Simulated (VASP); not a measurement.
# Te (Fd-3m) in VASP: notebook, part 2 of 3

VASP 6.6.1.

### 4 Single point, revPBE (43.90 Å³/atom)

This run uses another cell than the first one, of 43.90 Å³/atom.

File INCAR:

```
PREC = Accurate
ENCUT = 520
EDIFF = 1E-6
ISMEAR = -1
SIGMA = 0.1
LREAL = F
LASPH = T
NELM = 60
ALGO = Normal
ISIF = 2
LWAVE = F
LCHARG = F
GGA = RE
NBANDS = 13
```

File KPOINTS:

```
regular mesh
0
Gamma
  9 9 9
```

File POSCAR:

```
Te
1.0
    0.0000000000      3.5276827426      3.5276827426
    3.5276827426      0.0000000000      3.5276827426
    3.5276827426      3.5276827426      0.0000000000
Te
2
Direct
    0.1250000000      0.1250000000      0.1250000000
    0.8750000000      0.8750000000      0.8750000000
```

Potentials or basis: VASP PAW PBE potentials, release 64 (Te).

Started as:

```bash
$ cat potpaw_PBE.64/Te/POTCAR > POTCAR
$ mpirun -np 1 vasp_std > vasp.out
```

OUTCAR:

```text
PREC = Accurate
   ENCUT = 520
   EDIFF = 1E-6
   ISMEAR = -1
   LREAL = F
   LASPH = T
   NELM = 60
   ISIF = 2
   GGA = RE

 ion  position               nearest neighbor table
   1  0.125  0.125  0.125-   2 3.06   2 3.06   2 3.06   2 3.06
   2  0.875  0.875  0.875-   1 3.06   1 3.06   1 3.06   1 3.06

  LATTYP: Found a face centered cubic cell.
 ALAT       =     7.0553654852

  Lattice vectors:

 A1 = (   0.0000000000,   3.5276827426,   3.5276827426)
 A2 = (   3.5276827426,   0.0000000000,   3.5276827426)
 A3 = (   3.5276827426,   3.5276827426,   0.0000000000)

Analysis of symmetry for initial positions (statically):
=====================================================================
 Subroutine PRICEL returns:
 Original cell was already a primitive cell.

 Routine SETGRP: Setting up the symmetry group for a
 face centered cubic supercell.

 Subroutine GETGRP returns: Found 48 space group operations
 (whereof 12 operations were pure point group operations)
 out of a pool of 48 trial point group operations.

The static configuration has the point symmetry D_3d.
 The point group associated with its full space group is O_h .

Analysis of symmetry for dynamics (positions and initial velocities):
=====================================================================
 Subroutine PRICEL returns:
 Original cell was already a primitive cell.

 Routine SETGRP: Setting up the symmetry group for a
 face centered cubic supercell.

 Subroutine GETGRP returns: Found 48 space group operations
 (whereof 12 operations were pure point group operations)
 out of a pool of 48 trial point group operations.

The dynamic configuration has the point symmetry D_3d.
 The point group associated with its full space group is O_h .

 Subroutine INISYM returns: Found 48 space group operations
 (whereof 12 operations are pure point group operations),
 and found     1 'primitive' translations

----------------------------------------------------------------------------------------

                                     Primitive cell

  volume of cell :      87.8008

  direct lattice vectors                    reciprocal lattice vectors
     0.000000000  3.527682743  3.527682743    -0.141736102  0.141736102  0.141736102
     3.527682743  0.000000000  3.527682743     0.141736102 -0.141736102  0.141736102
     3.527682743  3.527682743  0.000000000     0.141736102  0.141736102 -0.141736102

  length of vectors
     4.988896778  4.988896778  4.988896778     0.245494129  0.245494129  0.245494129

  position of ions in fractional coordinates (direct lattice)
     0.125000000  0.125000000  0.125000000
     0.875000000  0.875000000  0.875000000

  ion indices of the primitive-cell ions
   primitive index   ion index
                 1           1
                 2           2

----------------------------------------------------------------------------------------

 KPOINTS: regular mesh

Automatic generation of k-mesh.
 Grid dimensions read from file:
 generate k-points for:    9    9    9

 Generating k-lattice:

  Cartesian coordinates                     Fractional coordinates (reciprocal lattice)
    -0.015748456  0.015748456  0.015748456     0.111111111  0.000000000  0.000000000
     0.015748456 -0.015748456  0.015748456     0.000000000  0.111111111  0.000000000
     0.015748456  0.015748456 -0.015748456     0.000000000  0.000000000  0.111111111

  Length of vectors
     0.027277125  0.027277125  0.027277125

  Shift w.r.t. Gamma in fractional coordinates (k-lattice)
     0.000000000  0.000000000  0.000000000

 Subroutine IBZKPT returns following result:
 ===========================================

 Found     35 irreducible k-points:

 Following reciprocal coordinates:
            Coordinates               Weight
  0.000000  0.000000  0.000000      1.000000
  0.111111  0.000000  0.000000      8.000000
  0.222222  0.000000  0.000000      8.000000
  0.333333  0.000000  0.000000      8.000000
  0.444444  0.000000  0.000000      8.000000
  0.111111  0.111111  0.000000      6.000000
[... 16 lines left out ...]
 -0.333333  0.333333  0.000000     12.000000
  0.444444  0.444444  0.000000      6.000000
 [... further k-points ...]
   k-points           NKPTS =     35   k-points in BZ     NKDIM =     35   number of bands    NBANDS=     13
   number of dos      NEDOS =    301   number of ions     NIONS =      2
   total plane-waves  NPLWV =  64000
   dimension x,y,z NGX =    40 NGY =   40 NGZ =   40
   dimension x,y,z NGXF=    80 NGYF=   80 NGZF=   80
   ions per type =               2
   NGX,Y,Z   is equivalent  to a cutoff of  13.33, 13.33, 13.33 a.u.
   NGXF,Y,Z  is equivalent  to a cutoff of  26.66, 26.66, 26.66 a.u.
 SYSTEM =  unknown system
   PREC   = accura    normal or accurate (medium, high low for compatibility)
   ISTART =      0    job   : 0-new  1-cont  2-samecut
   ICHARG =      2    charge: 1-file 2-atom 10-const
   ISPIN  =      1    spin polarized calculation?
   LNONCOLLINEAR =      F non collinear calculations
   LSORBIT =      F    spin-orbit coupling
   LASPH  =      T    aspherical Exc in radial PAW
   ENCUT  =  520.0 eV  38.22 Ry    6.18 a.u.   9.28  9.28  9.28*2*pi/ulx,y,z
   NELM   =     60;   NELMIN=  2; NELMDL= -5     # of ELM steps
   EDIFF  = 0.1E-05   stopping-criterion for ELM
   LREAL  =      F    real-space projection
   EDIFFG = 0.1E-04   stopping-criterion for IOM
   NSW    =      0    number of steps for IOM
   IBRION =     -1    ionic relax: 0-MD 1-quasi-New 2-CG
   NFREE  =      0    steps in history (QN), initial steepest desc. (CG)
   ISIF   =      2    stress and relaxation
   ISYM   =      2    0-nonsym 1-usesym 2-fastsym
   POTIM  = 0.5000    time-step for ionic-motion
   TEBEG  =    0.0;   TEEND  =   0.0 temperature during run
   PSTRESS=    0.0 pullay stress
   NELECT =      12.0000    total number of electrons
   NUPDOWN=      -1.0000    fix difference up-down
   EMIN   =  10.00;   EMAX   =-10.00  energy-range for DOS
   EFERMI =   0.00;   METHOD = LEGACY
   ISMEAR =    -1;   SIGMA  =   0.10  broadening in eV -4-tet -1-fermi 0-gaus
   EFERMI_NEDOS =   21; number of points for ismear=-14 and -15
   IALGO  =     38    algorithm
   IMIX   =      4    mixing-type and parameters
     AMIX     =   0.40;   BMIX     =  1.00
     AMIX_MAG =   1.60;   BMIX_MAG =  1.00
  volume/ion in A,a.u.               =      43.90       296.25
  Fermi-wavevector in a.u.,A,eV,Ry     =   0.843275  1.593558  9.675269  0.711112
  Thomas-Fermi vector in A             =   1.958116
   LORBIT       =      0    0 simple, 1 ext, 2 COOP (PROOUT), +10 PAW based schemes
   GGA     = RE    functional components
   LHFCALC =     F    Hartree Fock is set to
   AEXX    =    0.0000 exact exchange contribution
   IVDW    =     0    specifies the selected vdW correction
   LEPSILON=     F    determine dielectric tensor
   LRPA    =     F    only Hartree local field effects (RPA)
 non-spin polarized calculation
  energy-cutoff  :      520.00
  volume of cell :       87.80
 maximum number of plane-waves:      2421
 NGX is ok and might be reduce to    40
   NGX = 19   NGY = 19   NGZ = 19

 number of electron      11.9999999 magnetization

 Free energy of the ion-electron system (eV)
  ---------------------------------------------------
  ext. energy  EPLUGINS =         0.00000000
  ---------------------------------------------------
  free energy    TOTEN  =        -4.89191618 eV

  energy without entropy =       -4.82420844  energy(sigma->0) =       -4.85806231

 E-fermi :   3.8500     XC(G=0):  -7.6023

 val. band max:        3.8490407513   @ k =   0.2222   0.1111   0.0000
 cond. band min:       3.8979350667   @ k =   0.3333   0.0000   0.0000
 fundamental gap:      0.0488943154
 Fermi energy:         3.8500441143

 k-point     1 :       0.0000    0.0000    0.0000
  band No.  band energies     occupation
      1      -9.3615      2.00000
      2      -4.6914      2.00000
      3       0.7113      2.00000
      4       0.7113      2.00000
      5       0.7113      2.00000
      6       3.1082      1.99880
      7       3.1082      1.99880
      8       3.1082      1.99880
      9       7.7254      0.00000
     10       9.7574      0.00000
     11       9.7574      0.00000
     12      11.3787      0.00000
     13      11.3787      0.00000
[... 353 lines left out ...]
 k-point    24 :       0.4444    0.4444    0.0000
  band No.  band energies     occupation
      1      -7.9246      2.00000
      2      -7.1967      2.00000
      3      -0.5464      2.00000
      4      -0.5464      2.00000
      5       2.1640      2.00000
      6       2.2398      2.00000
      7       5.8087      0.00000
      8       5.8087      0.00000
      9       8.6166      0.00000
     10       9.6539      0.00000
     11      11.6383      0.00000
     12      11.6383      0.00000
     13      11.7961      0.00000

 [... further k-points ...]
[... 5 lines left out ...]
  --------------------------------------------------------------------------------------
  -------------------------------------------------------------------------------------
  Total        1.3139858      1.3139858      1.3139858     -0.0000000     -0.0000000      0.0000000
  in kB       23.9774336     23.9774336     23.9774336     -0.0000000     -0.0000000      0.0000000
  external PRESSURE =      23.9774336 kB  Pullay stress =       0.0000000 kB

 VOLUME and BASIS-vectors are now :
 -----------------------------------------------------------------------------
  energy-cutoff  :      520.00
  volume of cell :       87.80
      direct lattice vectors                 reciprocal lattice vectors
     0.000000000  3.527682743  3.527682743    -0.141736102  0.141736102  0.141736102
     3.527682743  0.000000000  3.527682743     0.141736102 -0.141736102  0.141736102
     3.527682743  3.527682743  0.000000000     0.141736102  0.141736102 -0.141736102

 POSITION                                       TOTAL-FORCE (eV/Angst)
 -----------------------------------------------------------------------------------
      0.88192      0.88192      0.88192        -0.000000     -0.000000     -0.000000
      6.17344      6.17344      6.17344         0.000000      0.000000      0.000000
 -----------------------------------------------------------------------------------
    total drift:                                0.000000      0.000000     -0.000000

  FREE ENERGIE OF THE ION-ELECTRON SYSTEM (eV)
  ---------------------------------------------------
  free  energy   TOTEN  =        -4.8919161812 eV

  energy  without entropy=       -4.8242084419  energy(sigma->0) =       -4.85806231
```

OSZICAR:

```text
N       E                     dE             d eps       ncg     rms          rms(c)
DAV:   1     0.464362891340E+02    0.46436E+02   -0.42063E+03   910   0.713E+02
DAV:   2    -0.182421561703E+01   -0.48261E+02   -0.46253E+02  1215   0.106E+02
DAV:   3    -0.483113482012E+01   -0.30069E+01   -0.29794E+01  1158   0.296E+01
DAV:   4    -0.489072696965E+01   -0.59592E-01   -0.59581E-01  1197   0.500E+00
DAV:   5    -0.489188598055E+01   -0.11590E-02   -0.11590E-02  1214   0.673E-01    0.116E+01
DAV:   6    -0.489148802172E+01    0.39796E-03   -0.23018E-03  1130   0.314E-01    0.707E+00
DAV:   7    -0.489161932733E+01   -0.13131E-03   -0.46181E-03  1090   0.440E-01    0.883E-02
DAV:   8    -0.489179244288E+01   -0.17312E-03   -0.14917E-04  1055   0.767E-02    0.501E-02
DAV:   9    -0.489190101077E+01   -0.10857E-03   -0.13414E-04  1000   0.640E-02    0.159E-02
DAV:  10    -0.489191042417E+01   -0.94134E-05   -0.81998E-06  1115   0.155E-02    0.333E-03
DAV:  11    -0.489191600250E+01   -0.55783E-05   -0.10841E-05   995   0.170E-02    0.188E-03
DAV:  12    -0.489191618118E+01   -0.17868E-06   -0.85817E-08   845   0.203E-03
   1 F= -.48919162E+01 E0= -.48580623E+01  d E =-.677077E-01
```

stdout:

```text
POSCAR found type information on POSCAR Te
 POSCAR found :  1 types and       2 ions
 scaLAPACK will be used
 -----------------------------------------------------------------------------
|                                                                             |
|                                                                             |
|     You enforced a specific xc type in the INCAR file but a different       |
|     I HOPE YOU KNOW WHAT YOU ARE DOING!                                     |
|                                                                             |
 -----------------------------------------------------------------------------

 LDA part: xc-table for (Slater+PW92), standard interpolation
 POSCAR, INCAR and KPOINTS ok, starting setup
 FFT: planning ... GRIDC
 FFT: planning ... GRID_SOFT
 FFT: planning ... GRID
 WAVECAR not read
 entering main loop
```

Run time: 59 s. Hardware: 1 thread of Intel Xeon 8259CL, shared host; peak memory 0.24 GiB.

Results:

| Property | Result |
| --- | --- |
| Free energy | -4.8919 eV |
| Pressure | 2.4 GPa |
| Band gap on the k mesh | zero (bands 6 and 7 overlap by 0.96 eV) |

Levels at points of the mesh, in eV from the Fermi level:
```csv
k point,band 2,band 3,band 4,band 5,band 6,band 7,band 8,band 9,band 10,band 11
"(0.00, 0.00, 0.00)",-8.54,-3.14,-3.14,-3.14,-0.74,-0.74,-0.74,3.88,5.91,5.91
```

Caveat: the PAW data sets were made with another functional, which shifts forces and pressure a little; spin-orbit coupling is left out, which moves the levels of the heavy elements.

(Part 2 of 3 ends here.)
